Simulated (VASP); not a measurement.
# Rh (P6_3/mmc) in VASP: a series of runs

The runs below take Rh through single point, with PBE.

Everything below comes from runs of VASP 6.6.1. Logs are shortened: lines on timing, memory, paths and dates and some standing lists are left out, and cuts for length are marked.

## (1) The cell of the first run

Symmetry: P6_3/mmc, No. 194, hexagonal system. The conventional cell has a = 2.779 Å, b = 2.779 Å, c = 4.245 Å, α = 90.00°, β = 90.00°, γ = 120.00°. Within 3.5 Å of Rh (site symmetry -6m2) lie 12 Rh at 2.66 to 2.78 Å.

This isn't the form of Rh at room conditions, which is fcc.

## (2) Single point, PBE

INCAR reads:

```
SYSTEM = Rh
  PREC = Accurate
  ENCUT = 520
  EDIFF = 1E-6
  ISMEAR = 0
  SIGMA = 0.15
  LREAL = .FALSE.
  LASPH = .TRUE.
  NELM = 100
  ALGO = Fast
  ISIF = 2
  LWAVE = .FALSE.
  LCHARG = .TRUE.
  GGA = PE
  LELF = .TRUE.
  LVHAR = .TRUE.
  NBANDS = 22
```

KPOINTS reads:

```
regular mesh
0
G
  18 18 10
  0 0 0
```

POSCAR reads:

```
Rh
1.0
    2.7794000000      0.0000000000      0.0000000000
   -1.3897000000      2.4070310073      0.0000000000
    0.0000000000      0.0000000000      4.2448000000
Rh
2
Direct
    0.6666666667      0.3333333333      0.7500000000
    0.3333333333      0.6666666667      0.2500000000
```

Potentials or basis: VASP PAW PBE potentials, release 64 (Rh_pv).

Run with:

```
$ cat potpaw_PBE.64/Rh_pv/POTCAR > POTCAR
$ mpirun -np 1 vasp_std > vasp.out
```

OUTCAR:

```text
SYSTEM = Rh
   PREC = Accurate
   ENCUT = 520
   EDIFF = 1E-6
   ISMEAR = 0
   LREAL = .FALSE.
   LASPH = .TRUE.
   NELM = 100
   ISIF = 2
   GGA = PE

 ion  position               nearest neighbor table
   1  0.667  0.333  0.750-   2 2.66   2 2.66   2 2.66   2 2.66   2 2.66   2 2.66
   2  0.333  0.667  0.250-   1 2.66   1 2.66   1 2.66   1 2.66   1 2.66   1 2.66

  LATTYP: Found a hexagonal cell.
 ALAT       =     2.7794000000
 C/A-ratio  =     1.5272360941

  Lattice vectors:

 A1 = (   2.7794000000,   0.0000000000,   0.0000000000)
 A2 = (  -1.3897000000,   2.4070310073,   0.0000000000)
 A3 = (   0.0000000000,   0.0000000000,   4.2448000000)

Analysis of symmetry for initial positions (statically):
=====================================================================
 Subroutine PRICEL returns:
 Original cell was already a primitive cell.

 Routine SETGRP: Setting up the symmetry group for a
 hexagonal supercell.

 Subroutine GETGRP returns: Found 24 space group operations
 (whereof 12 operations were pure point group operations)
 out of a pool of 24 trial point group operations.

The static configuration has the point symmetry D_3d.
 The point group associated with its full space group is D_6h.

Analysis of symmetry for dynamics (positions and initial velocities):
=====================================================================
 Subroutine PRICEL returns:
 Original cell was already a primitive cell.

 Routine SETGRP: Setting up the symmetry group for a
 hexagonal supercell.

 Subroutine GETGRP returns: Found 24 space group operations
 (whereof 12 operations were pure point group operations)
 out of a pool of 24 trial point group operations.

The dynamic configuration has the point symmetry D_3d.
 The point group associated with its full space group is D_6h.

 Subroutine INISYM returns: Found 24 space group operations
 (whereof 12 operations are pure point group operations),
 and found     1 'primitive' translations

----------------------------------------------------------------------------------------

                                     Primitive cell

  volume of cell :      28.3981

  direct lattice vectors                    reciprocal lattice vectors
     2.779400000  0.000000000  0.000000000     0.359789883  0.207724786  0.000000000
    -1.389700000  2.407031007  0.000000000     0.000000000  0.415449571  0.000000000
     0.000000000  0.000000000  4.244800000     0.000000000  0.000000000  0.235582360

  length of vectors
     2.779400000  2.779400000  4.244800000     0.415449571  0.415449571  0.235582360

  position of ions in fractional coordinates (direct lattice)
     0.666666667  0.333333333  0.750000000
     0.333333333  0.666666667  0.250000000

  ion indices of the primitive-cell ions
   primitive index   ion index
                 1           1
                 2           2

----------------------------------------------------------------------------------------

 KPOINTS: regular mesh

Automatic generation of k-mesh.
 Grid dimensions read from file:
 generate k-points for:   18   18   10

 Generating k-lattice:

  Cartesian coordinates                     Fractional coordinates (reciprocal lattice)
     0.019988327  0.011540266  0.000000000     0.055555556  0.000000000  0.000000000
     0.000000000  0.023080532  0.000000000     0.000000000  0.055555556  0.000000000
     0.000000000  0.000000000  0.023558236     0.000000000  0.000000000  0.100000000

  Length of vectors
     0.023080532  0.023080532  0.023558236

  Shift w.r.t. Gamma in fractional coordinates (k-lattice)
     0.000000000  0.000000000  0.000000000

 Subroutine IBZKPT returns following result:
 ===========================================

 Found    222 irreducible k-points:

 Following reciprocal coordinates:
            Coordinates               Weight
  0.000000  0.000000  0.000000      1.000000
  0.055556 -0.000000  0.000000      6.000000
  0.111111 -0.000000  0.000000      6.000000
  0.166667  0.000000  0.000000      6.000000
  0.222222 -0.000000  0.000000      6.000000
  0.277778  0.000000  0.000000      6.000000
[... 16 lines left out ...]
  0.333333  0.111111  0.000000     12.000000
  0.388889  0.111111  0.000000     12.000000
 [... further k-points ...]
   k-points           NKPTS =    222   k-points in BZ     NKDIM =    222   number of bands    NBANDS=     22
   number of dos      NEDOS =    301   number of ions     NIONS =      2
   total plane-waves  NPLWV =  18432
   dimension x,y,z NGX =    24 NGY =   24 NGZ =   32
   dimension x,y,z NGXF=    48 NGYF=   48 NGZF=   64
   ions per type =               2
   NGX,Y,Z   is equivalent  to a cutoff of  14.36, 14.36, 12.53 a.u.
   NGXF,Y,Z  is equivalent  to a cutoff of  28.71, 28.71, 25.07 a.u.
 SYSTEM =  Rh
   PREC   = accura    normal or accurate (medium, high low for compatibility)
   ISTART =      0    job   : 0-new  1-cont  2-samecut
   ICHARG =      2    charge: 1-file 2-atom 10-const
   ISPIN  =      1    spin polarized calculation?
   LNONCOLLINEAR =      F non collinear calculations
   LSORBIT =      F    spin-orbit coupling
   LASPH  =      T    aspherical Exc in radial PAW
   ENCUT  =  520.0 eV  38.22 Ry    6.18 a.u.   5.17  5.17  7.89*2*pi/ulx,y,z
   NELM   =    100;   NELMIN=  2; NELMDL= -5     # of ELM steps
   EDIFF  = 0.1E-05   stopping-criterion for ELM
   LREAL  =      F    real-space projection
   EDIFFG = 0.1E-04   stopping-criterion for IOM
   NSW    =      0    number of steps for IOM
   IBRION =     -1    ionic relax: 0-MD 1-quasi-New 2-CG
   NFREE  =      0    steps in history (QN), initial steepest desc. (CG)
   ISIF   =      2    stress and relaxation
   ISYM   =      2    0-nonsym 1-usesym 2-fastsym
   POTIM  = 0.5000    time-step for ionic-motion
   TEBEG  =    0.0;   TEEND  =   0.0 temperature during run
   PSTRESS=    0.0 pullay stress
   NELECT =      30.0000    total number of electrons
   NUPDOWN=      -1.0000    fix difference up-down
   EMIN   =  10.00;   EMAX   =-10.00  energy-range for DOS
   EFERMI =   0.00;   METHOD = LEGACY
   ISMEAR =     0;   SIGMA  =   0.15  broadening in eV -4-tet -1-fermi 0-gaus
   EFERMI_NEDOS =   21; number of points for ismear=-14 and -15
   IALGO  =     68    algorithm
   IMIX   =      4    mixing-type and parameters
     AMIX     =   0.40;   BMIX     =  1.00
     AMIX_MAG =   1.60;   BMIX_MAG =  1.00
  volume/ion in A,a.u.               =      14.20        95.82
  Fermi-wavevector in a.u.,A,eV,Ry     =   1.667319  3.150775 37.823533  2.779951
  Thomas-Fermi vector in A             =   2.753361
   LORBIT       =      0    0 simple, 1 ext, 2 COOP (PROOUT), +10 PAW based schemes
   GGA     = PE    functional components
   LHFCALC =     F    Hartree Fock is set to
   AEXX    =    0.0000 exact exchange contribution
   IVDW    =     0    specifies the selected vdW correction
   LEPSILON=     F    determine dielectric tensor
   LRPA    =     F    only Hartree local field effects (RPA)
 non-spin polarized calculation
 RMM-DIIS sequential band-by-band and
 Gauss-broadening in eV      SIGMA  =   0.15
  energy-cutoff  :      520.00
  volume of cell :       28.40
 maximum number of plane-waves:       778
 NGX is ok and might be reduce to    24
   NGX = 11   NGY = 11   NGZ = 15

 number of electron      29.9999993 magnetization

 Free energy of the ion-electron system (eV)
  ---------------------------------------------------
  ext. energy  EPLUGINS =         0.00000000
  ---------------------------------------------------
  free energy    TOTEN  =       -14.41894618 eV

  energy without entropy =      -14.37768869  energy(sigma->0) =      -14.39831743

 E-fermi :  11.4344     XC(G=0): -13.8187

 val. band max:       11.4300086365   @ k =   0.1111   0.1111   0.4000
 cond. band min:      11.4351532860   @ k =   0.3333   0.1667   0.2000
 fundamental gap:      0.0051446496
 Fermi energy:        11.4343994910

 k-point     1 :       0.0000    0.0000    0.0000
  band No.  band energies     occupation
      1     -35.7519      2.00000
      2     -35.1036      2.00000
      3     -35.1036      2.00000
      4     -34.9876      2.00000
      5     -34.9722      2.00000
      6     -34.9722      2.00000
[... 14 lines left out ...]
     21      30.1916      0.00000
     22      30.3147      0.00000

 k-point     2 :       0.0556   -0.0000    0.0000
  band No.  band energies     occupation
      1     -35.7453      2.00000
      2     -35.1154      2.00000
      3     -35.1080      2.00000
      4     -34.9913      2.00000
      5     -34.9849      2.00000
      6     -34.9736      2.00000
[... 14 lines left out ...]
     21      30.2108      0.00000
     22      30.4036      0.00000

 k-point     3 :       0.1111   -0.0000    0.0000
  band No.  band energies     occupation
      1     -35.7257      2.00000
      2     -35.1495      2.00000
      3     -35.1206      2.00000
      4     -35.0211      2.00000
      5     -35.0025      2.00000
      6     -34.9780      2.00000
[... 14 lines left out ...]
     21      29.8366      0.00000
     22      30.6266      0.00000

 k-point     4 :       0.1667    0.0000    0.0000
  band No.  band energies     occupation
      1     -35.6945      2.00000
      2     -35.2019      2.00000
      3     -35.1394      2.00000
      4     -35.0759      2.00000
      5     -35.0209      2.00000
      6     -34.9850      2.00000
[... 14 lines left out ...]
     21      29.4725      0.00000
     22      29.4870      0.00000

 k-point     5 :       0.2222   -0.0000    0.0000
  band No.  band energies     occupation
      1     -35.6534      2.00000
      2     -35.2665      2.00000
      3     -35.1618      2.00000
      4     -35.1420      2.00000
      5     -35.0462      2.00000
      6     -34.9942      2.00000
[... 14 lines left out ...]
     21      28.0583      0.00000
     22      29.3229      0.00000

 k-point     6 :       0.2778    0.0000    0.0000
  band No.  band energies     occupation
      1     -35.6050      2.00000
      2     -35.3356      2.00000
      3     -35.2109      2.00000
      4     -35.1851      2.00000
      5     -35.0778      2.00000
      6     -35.0045      2.00000
[... 14 lines left out ...]
     21      26.7078      0.00000
     22      28.2698      0.00000

 k-point     7 :       0.3333    0.0000    0.0000
  band No.  band energies     occupation
      1     -35.5531      2.00000
      2     -35.4009      2.00000
      3     -35.2743      2.00000
      4     -35.2065      2.00000
      5     -35.1139      2.00000
      6     -35.0146      2.00000
[... 324 lines left out ...]
      6     -35.0136      2.00000
[... 14 lines left out ...]
     21      26.0297      0.00000
     22      29.1206      0.00000

 k-point    21 :       0.2222    0.1111    0.0000
  band No.  band energies     occupation
      1     -35.5890      2.00000
      2     -35.3317      2.00000
      3     -35.2673      2.00000
      4     -35.1614      2.00000
      5     -35.0886      2.00000
      6     -35.0287      2.00000
[... 14 lines left out ...]
     21      25.0008      0.00000
     22      28.2222      0.00000

 k-point    22 :       0.2778    0.1111    0.0000
  band No.  band energies     occupation
      1     -35.5379      2.00000
      2     -35.3933      2.00000
      3     -35.3039      2.00000
      4     -35.2004      2.00000
      5     -35.1248      2.00000
      6     -35.0422      2.00000
[... 14 lines left out ...]
     21      23.9939      0.00000
     22      27.4458      0.00000

 k-point    23 :       0.3333    0.1111    0.0000
  band No.  band energies     occupation
      1     -35.4877      2.00000
      2     -35.4442      2.00000
      3     -35.3324      2.00000
      4     -35.2325      2.00000
      5     -35.1629      2.00000
      6     -35.0529      2.00000
[... 14 lines left out ...]
     21      23.1298      0.00000
     22      26.7770      0.00000

 k-point    24 :       0.3889    0.1111    0.0000
  band No.  band energies     occupation
      1     -35.4775      2.00000
      2     -35.4469      2.00000
      3     -35.3507      2.00000
      4     -35.2534      2.00000
      5     -35.1957      2.00000
      6     -35.0599      2.00000
[... 14 lines left out ...]
     21      22.5360      0.00000
     22      26.2147      0.00000

 [... further k-points ...]

------------------------ aborting loop because EDIFF is reached ----------------------------------------

  FORCE on cell =-STRESS in cart. coord.  units (eV):
  Direction    XX          YY          ZZ          XY          YZ          ZX
  --------------------------------------------------------------------------------------
  -------------------------------------------------------------------------------------
  Total       -0.8592915     -0.8592915      1.4514304      0.0000000      0.0000000     -0.0000000
  in kB      -48.4798367    -48.4798367     81.8873513      0.0000000      0.0000000     -0.0000000
  external PRESSURE =      -5.0241074 kB  Pullay stress =       0.0000000 kB

 VOLUME and BASIS-vectors are now :
 -----------------------------------------------------------------------------
  energy-cutoff  :      520.00
  volume of cell :       28.40
      direct lattice vectors                 reciprocal lattice vectors
     2.779400000  0.000000000  0.000000000     0.359789883  0.207724786  0.000000000
    -1.389700000  2.407031007  0.000000000     0.000000000  0.415449571  0.000000000
     0.000000000  0.000000000  4.244800000     0.000000000  0.000000000  0.235582360

 POSITION                                       TOTAL-FORCE (eV/Angst)
 -----------------------------------------------------------------------------------
      1.38970      0.80234      3.18360        -0.000000      0.000000      0.000000
     -0.00000      1.60469      1.06120         0.000000     -0.000000      0.000000
 -----------------------------------------------------------------------------------
    total drift:                               -0.000000      0.000000     -0.000000

  FREE ENERGIE OF THE ION-ELECTRON SYSTEM (eV)
  ---------------------------------------------------
  free  energy   TOTEN  =       -14.4189461802 eV

  energy  without entropy=      -14.3776886874  energy(sigma->0) =      -14.39831743
```

Run time: 1.8 min. Hardware: 1 thread of Intel Xeon 8259CL, shared host; peak memory 0.23 GiB.

Results:

- Free energy: -14.4189 eV
- Pressure: -0.5 GPa
- Band gap on the k mesh: zero (bands 15 and 16 overlap by 2.12 eV)

Stress tensor (GPa, compression positive):
```
-4.85  0.00  0.00
 0.00 -4.85  0.00
 0.00  0.00  8.19
```

Levels at points of the mesh, in eV from the Fermi level:
| k point | band 11 | band 12 | band 13 | band 14 | band 15 | band 16 | band 17 | band 18 | band 19 | band 20 |
| --- | --- | --- | --- | --- | --- | --- | --- | --- | --- | --- |
| (0.00, 0.00, 0.00) | -2.54 | -2.32 | -2.32 | -2.21 | -2.21 | 0.10 | 0.10 | 1.35 | 9.13 | 15.52 |
| (0.50, 0.00, 0.00) | -2.35 | -2.25 | -1.91 | 0.12 | 0.51 | 0.76 | 2.76 | 4.75 | 10.29 | 11.07 |
| (0.00, 0.00, 0.50) | -3.16 | -3.16 | -2.85 | -2.85 | -0.40 | -0.40 | -0.40 | -0.40 | 14.99 | 14.99 |
| (0.50, 0.00, 0.50) | -1.80 | -1.80 | -0.34 | -0.34 | 0.37 | 0.37 | 2.56 | 2.56 | 8.90 | 8.90 |

(Continued in part 2 of 2.)
